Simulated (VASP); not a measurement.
# Sb (Im-3m) in VASP: single point with PBE+D3(BJ)

Aim: the single point of Sb with PBE+D3(BJ).

Program: VASP 6.6.1. These are calculated values, not measurements. Logs are shortened: lines on timing, memory, paths and dates and some standing lists are left out, and cuts for length are marked.

## Step 1: The cell of the first run

The structure is cubic, space group Im-3m (No. 229). Conventional cell: a = 3.743 Å, b = 3.743 Å, c = 3.743 Å, α = 90.00°, β = 90.00°, γ = 90.00°. Sb (site symmetry m-3m) has 14 Sb at 3.24 to 3.74 Å within 4.3 Å.

## Step 2: Single point, PBE+D3(BJ)

File INCAR:

```
SYSTEM = Sb
  PREC = Accurate
  ENCUT = 500
  EDIFF = 1E-6
  ISMEAR = 0
  SIGMA = 0.1
  LREAL = .FALSE.
  LASPH = .TRUE.
  NELM = 120
  ALGO = Normal
  ISIF = 2
  LWAVE = .FALSE.
  LCHARG = .FALSE.
  GGA = PE
  IVDW = 12
  NBANDS = 8
  GGA_COMPAT = .FALSE.
```

File KPOINTS:

```
Automatic mesh
0
G
  6 6 6
  0 0 0
```

File POSCAR:

```
Sb
1.0
   -1.8713408863      1.8713408863      1.8713408863
    1.8713408863     -1.8713408863      1.8713408863
    1.8713408863      1.8713408863     -1.8713408863
Sb
1
Direct
    0.0000000000      0.0000000000      0.0000000000
```

Potentials or basis: VASP PAW PBE potentials, release 64 (Sb).

Started as:

```bash
> cat potpaw_PBE.64/Sb/POTCAR > POTCAR
> mpirun -np 1 vasp_std > vasp.out
```

OUTCAR:

```text
SYSTEM = Sb
   PREC = Accurate
   ENCUT = 500
   EDIFF = 1E-6
   ISMEAR = 0
   LREAL = .FALSE.
   LASPH = .TRUE.
   NELM = 120
   ISIF = 2
   GGA = PE
   IVDW = 12
 IVDW          = 12

 ion  position               nearest neighbor table
   1  0.000  0.000  0.000-

  LATTYP: Found a body centered cubic cell.
 ALAT       =     3.7426817726

  Lattice vectors:

 A1 = (  -1.8713408863,   1.8713408863,   1.8713408863)
 A2 = (   1.8713408863,  -1.8713408863,   1.8713408863)
 A3 = (   1.8713408863,   1.8713408863,  -1.8713408863)

Analysis of symmetry for initial positions (statically):
=====================================================================
 Subroutine PRICEL returns:
 Original cell was already a primitive cell.

 Routine SETGRP: Setting up the symmetry group for a
 body centered cubic supercell.

 Subroutine GETGRP returns: Found 48 space group operations
 (whereof 48 operations were pure point group operations)
 out of a pool of 48 trial point group operations.

The static configuration has the point symmetry O_h .

Analysis of symmetry for dynamics (positions and initial velocities):
=====================================================================
 Subroutine PRICEL returns:
 Original cell was already a primitive cell.

 Routine SETGRP: Setting up the symmetry group for a
 body centered cubic supercell.

 Subroutine GETGRP returns: Found 48 space group operations
 (whereof 48 operations were pure point group operations)
 out of a pool of 48 trial point group operations.

The dynamic configuration has the point symmetry O_h .

 Subroutine INISYM returns: Found 48 space group operations
 (whereof 48 operations are pure point group operations),
 and found     1 'primitive' translations

----------------------------------------------------------------------------------------

                                     Primitive cell

  volume of cell :      26.2131

  direct lattice vectors                    reciprocal lattice vectors
    -1.871340886  1.871340886  1.871340886     0.000000000  0.267188092  0.267188092
     1.871340886 -1.871340886  1.871340886     0.267188092  0.000000000  0.267188092
     1.871340886  1.871340886 -1.871340886     0.267188092  0.267188092  0.000000000

  length of vectors
     3.241257493  3.241257493  3.241257493     0.377861023  0.377861023  0.377861023

  position of ions in fractional coordinates (direct lattice)
     0.000000000  0.000000000  0.000000000

  ion indices of the primitive-cell ions
   primitive index   ion index
                 1           1

----------------------------------------------------------------------------------------

 KPOINTS: Automatic mesh

Automatic generation of k-mesh.
 Grid dimensions read from file:
 generate k-points for:    6    6    6

 Generating k-lattice:

  Cartesian coordinates                     Fractional coordinates (reciprocal lattice)
     0.000000000  0.044531349  0.044531349     0.166666667  0.000000000  0.000000000
     0.044531349  0.000000000  0.044531349     0.000000000  0.166666667  0.000000000
     0.044531349  0.044531349  0.000000000     0.000000000  0.000000000  0.166666667

  Length of vectors
     0.062976837  0.062976837  0.062976837

  Shift w.r.t. Gamma in fractional coordinates (k-lattice)
     0.000000000  0.000000000  0.000000000

 Subroutine IBZKPT returns following result:
 ===========================================

 Found     16 irreducible k-points:

 Following reciprocal coordinates:
            Coordinates               Weight
  0.000000  0.000000  0.000000      1.000000
  0.166667  0.000000  0.000000     12.000000
  0.333333  0.000000  0.000000     12.000000
  0.500000  0.000000  0.000000      6.000000
  0.166667  0.166667  0.000000     24.000000
  0.333333  0.166667  0.000000     48.000000
  0.333333  0.333333  0.000000      8.000000
  0.166667  0.166667  0.166667      8.000000
  0.333333  0.166667  0.166667     12.000000
 -0.166667  0.166667  0.166667      6.000000
 -0.333333  0.333333  0.166667     24.000000
  0.500000  0.500000  0.166667     12.000000
 -0.333333  0.500000  0.166667     24.000000
 -0.333333  0.333333  0.333333      6.000000
  0.500000  0.500000  0.333333     12.000000
  0.500000  0.500000  0.500000      1.000000
   k-points           NKPTS =     16   k-points in BZ     NKDIM =     16   number of bands    NBANDS=      8
   number of dos      NEDOS =    301   number of ions     NIONS =      1
   total plane-waves  NPLWV =  13824
   dimension x,y,z NGX =    24 NGY =   24 NGZ =   24
   dimension x,y,z NGXF=    48 NGYF=   48 NGZF=   48
   ions per type =               1
   NGX,Y,Z   is equivalent  to a cutoff of  12.31, 12.31, 12.31 a.u.
   NGXF,Y,Z  is equivalent  to a cutoff of  24.62, 24.62, 24.62 a.u.
 SYSTEM =  Sb
   PREC   = accura    normal or accurate (medium, high low for compatibility)
   ISTART =      0    job   : 0-new  1-cont  2-samecut
   ICHARG =      2    charge: 1-file 2-atom 10-const
   ISPIN  =      1    spin polarized calculation?
   LNONCOLLINEAR =      F non collinear calculations
   LSORBIT =      F    spin-orbit coupling
   LASPH  =      T    aspherical Exc in radial PAW
   ENCUT  =  500.0 eV  36.75 Ry    6.06 a.u.   5.91  5.91  5.91*2*pi/ulx,y,z
   NELM   =    120;   NELMIN=  2; NELMDL= -5     # of ELM steps
   EDIFF  = 0.1E-05   stopping-criterion for ELM
   LREAL  =      F    real-space projection
   EDIFFG = 0.1E-04   stopping-criterion for IOM
   NSW    =      0    number of steps for IOM
   IBRION =     -1    ionic relax: 0-MD 1-quasi-New 2-CG
   NFREE  =      0    steps in history (QN), initial steepest desc. (CG)
   ISIF   =      2    stress and relaxation
   ISYM   =      2    0-nonsym 1-usesym 2-fastsym
   POTIM  = 0.5000    time-step for ionic-motion
   TEBEG  =    0.0;   TEEND  =   0.0 temperature during run
   PSTRESS=    0.0 pullay stress
   NELECT =       5.0000    total number of electrons
   NUPDOWN=      -1.0000    fix difference up-down
   EMIN   =  10.00;   EMAX   =-10.00  energy-range for DOS
   EFERMI =   0.00;   METHOD = LEGACY
   ISMEAR =     0;   SIGMA  =   0.10  broadening in eV -4-tet -1-fermi 0-gaus
   EFERMI_NEDOS =   21; number of points for ismear=-14 and -15
   IALGO  =     38    algorithm
   IMIX   =      4    mixing-type and parameters
     AMIX     =   0.40;   BMIX     =  1.00
     AMIX_MAG =   1.60;   BMIX_MAG =  1.00
  volume/ion in A,a.u.               =      26.21       176.89
  Fermi-wavevector in a.u.,A,eV,Ry     =   0.942378  1.780837 12.083018  0.888077
  Thomas-Fermi vector in A             =   2.069982
   LORBIT       =      0    0 simple, 1 ext, 2 COOP (PROOUT), +10 PAW based schemes
   GGA     = PE    functional components
   LHFCALC =     F    Hartree Fock is set to
   AEXX    =    0.0000 exact exchange contribution
   IVDW    =    12    specifies the selected vdW correction
   LEPSILON=     F    determine dielectric tensor
   LRPA    =     F    only Hartree local field effects (RPA)
 non-spin polarized calculation
 Gauss-broadening in eV      SIGMA  =   0.10
  energy-cutoff  :      500.00
  volume of cell :       26.21
 maximum number of plane-waves:       682
   NGX = 11   NGY = 11   NGZ = 11

 number of electron       4.9999999 magnetization

 Free energy of the ion-electron system (eV)
  ---------------------------------------------------
  ext. energy  EPLUGINS =         0.00000000
  ---------------------------------------------------
  free energy    TOTEN  =        -3.84137601 eV

  energy without entropy =       -3.83086852  energy(sigma->0) =       -3.83612226

 E-fermi :   8.3540     XC(G=0): -10.3442

 val. band max:        8.2824640114   @ k =   0.3333   0.1667   0.0000
 cond. band min:       8.3767550049   @ k =   0.5000   0.5000   0.3333
 fundamental gap:      0.0942909935
 Fermi energy:         8.3540022298

 k-point     1 :       0.0000    0.0000    0.0000
  band No.  band energies     occupation
      1      -4.2450      2.00000
      2      14.5146      0.00000
      3      14.5146      0.00000
      4      14.5146      0.00000
      5      19.4633      0.00000
      6      19.4633      0.00000
      7      19.4633      0.00000
      8      20.6256      0.00000

 k-point     2 :       0.1667    0.0000    0.0000
  band No.  band energies     occupation
      1      -3.6498      2.00000
      2      11.0194      0.00000
      3      13.0197      0.00000
      4      14.0114      0.00000
      5      17.3723      0.00000
      6      17.6057      0.00000
      7      19.8598      0.00000
      8      20.7429      0.00000

 k-point     3 :       0.3333    0.0000    0.0000
  band No.  band energies     occupation
      1      -1.9176      2.00000
      2       6.0825      2.00000
      3      11.2301      0.00000
      4      13.0619      0.00000
      5      15.8167      0.00000
      6      16.2240      0.00000
      7      20.9396      0.00000
      8      22.0377      0.00000

 k-point     4 :       0.5000    0.0000    0.0000
  band No.  band energies     occupation
      1      -0.0428      2.00000
      2       3.0508      2.00000
      3      10.5595      0.00000
      4      12.6383      0.00000
      5      15.3207      0.00000
      6      15.7635      0.00000
      7      22.7344      0.00000
      8      24.1069      0.00000

 k-point     5 :       0.1667    0.1667    0.0000
  band No.  band energies     occupation
      1      -2.4806      2.00000
      2       8.1024      1.99963
      3      10.1533      0.00000
      4      12.5820      0.00000
      5      17.1852      0.00000
      6      17.9693      0.00000
      7      20.3803      0.00000
      8      21.5327      0.00000

 k-point     6 :       0.3333    0.1667    0.0000
  band No.  band energies     occupation
      1      -0.3862      2.00000
      2       4.4498      2.00000
      3       8.2825      1.68832
      4      11.6814      0.00000
      5      16.6121      0.00000
      6      18.9535      0.00000
      7      20.5681      0.00000
      8      22.9211      0.00000

 k-point     7 :       0.3333    0.3333    0.0000
  band No.  band energies     occupation
      1       0.8325      2.00000
      2       4.9432      2.00000
      3       4.9432      2.00000
      4      11.2267      0.00000
      5      17.9712      0.00000
      6      19.8380      0.00000
      7      19.8380      0.00000
      8      24.7491      0.00000

 k-point     8 :       0.1667    0.1667    0.1667
  band No.  band energies     occupation
      1      -0.8551      2.00000
      2       5.8703      2.00000
      3       8.6404      0.00005
      4       8.6404      0.00005
      5      20.6441      0.00000
      6      20.6441      0.00000
      7      22.8413      0.00000
      8      22.8414      0.00000

 k-point     9 :       0.3333    0.1667    0.1667
  band No.  band energies     occupation
      1       0.6742      2.00000
      2       4.3528      2.00000
      3       6.8564      2.00000
      4       8.0929      1.99978
      5      21.2415      0.00000
      6      21.3304      0.00000
      7      24.4885      0.00000
      8      24.6363      0.00000

 k-point    10 :      -0.1667    0.1667    0.1667
  band No.  band energies     occupation
      1      -3.0578      2.00000
      2      10.8260      0.00000
      3      11.5035      0.00000
      4      11.5035      0.00000
      5      15.8300      0.00000
      6      19.6657      0.00000
      7      19.6657      0.00000
      8      20.2312      0.00000

 k-point    11 :      -0.3333    0.3333    0.1667
  band No.  band energies     occupation
      1      -1.3417      2.00000
      2       6.5667      2.00000
      3       9.7559      0.00000
      4      10.9858      0.00000
      5      15.4769      0.00000
      6      18.5495      0.00000
      7      19.2122      0.00000
      8      21.9168      0.00000

 k-point    12 :       0.5000    0.5000    0.1667
  band No.  band energies     occupation
      1       0.4868      2.00000
      2       3.6519      2.00000
      3       9.1091      0.00000
      4      10.7063      0.00000
      5      16.6251      0.00000
      6      18.0748      0.00000
      7      18.8759      0.00000
      8      19.5095      0.00000

 k-point    13 :      -0.3333    0.5000    0.1667
  band No.  band energies     occupation
      1       0.6159      2.00000
      2       5.1365      2.00000
      3       6.5741      2.00000
      4      11.4398      0.00000
      5      15.2202      0.00000
      6      17.5283      0.00000
      7      18.3264      0.00000
      8      23.4382      0.00000

 k-point    14 :      -0.3333    0.3333    0.3333
  band No.  band energies     occupation
      1       0.3066      2.00000
      2       7.4737      2.00000
      3       8.0299      2.00000
      4       8.0299      2.00000
      5      12.7436      0.00000
      6      17.1813      0.00000
      7      22.5924      0.00000
      8      22.9536      0.00000

 k-point    15 :       0.5000    0.5000    0.3333
  band No.  band energies     occupation
      1       1.9726      2.00000
      2       5.3033      2.00000
      3       7.3908      2.00000
      4       8.3768      0.74762
      5      13.1789      0.00000
      6      14.1975      0.00000
      7      22.3021      0.00000
      8      23.3684      0.00000

 k-point    16 :       0.5000    0.5000    0.5000
  band No.  band energies     occupation
      1       3.3511      2.00000
      2       6.7531      2.00000
      3       6.7531      2.00000
      4       6.7531      2.00000
      5      11.7197      0.00000
      6      11.7197      0.00000
      7      26.5185      0.00000
      8      26.5185      0.00000

------------------------ aborting loop because EDIFF is reached ----------------------------------------

 Edisp (eV)   -0.53913

 E8    (eV) :    -0.2489

  FORCE on cell =-STRESS in cart. coord.  units (eV):
  Direction    XX          YY          ZZ          XY          YZ          ZX
  --------------------------------------------------------------------------------------
  -------------------------------------------------------------------------------------
  Total       0.06370     0.06370     0.06370     0.00000    -0.00000     0.00000
  in kB       3.89361     3.89361     3.89361     0.00000    -0.00000     0.00000
  external pressure =        3.89 kB  Pullay stress =        0.00 kB

 VOLUME and BASIS-vectors are now :
 -----------------------------------------------------------------------------
  energy-cutoff  :      500.00
  volume of cell :       26.21
      direct lattice vectors                 reciprocal lattice vectors
    -1.871340886  1.871340886  1.871340886     0.000000000  0.267188092  0.267188092
     1.871340886 -1.871340886  1.871340886     0.267188092  0.000000000  0.267188092
     1.871340886  1.871340886 -1.871340886     0.267188092  0.267188092  0.000000000

 POSITION                                       TOTAL-FORCE (eV/Angst)
 -----------------------------------------------------------------------------------
      0.00000      0.00000      0.00000         0.000000     -0.000000     -0.000000
 -----------------------------------------------------------------------------------
    total drift:                                0.000000      0.000000      0.000000

  FREE ENERGIE OF THE ION-ELECTRON SYSTEM (eV)
  ---------------------------------------------------
  free  energy   TOTEN  =        -4.3805021016 eV

  energy  without entropy=       -4.3699946089  energy(sigma->0) =       -4.37524836
```

It took 4.6 s on 1 thread of Intel Xeon 8259CL, shared host; peak memory 0.14 GiB.

Results:

```
Free energy                : -4.3805 eV
Pressure                   : 0.4 GPa
Dispersion energy per atom : -0.539 eV
```

Caveat: the k points lie up to 0.40 Å⁻¹ apart; spin-orbit coupling is left out, which moves the levels of the heavy elements; pairwise dispersion overbinds metals, which lowers pressure and volume.
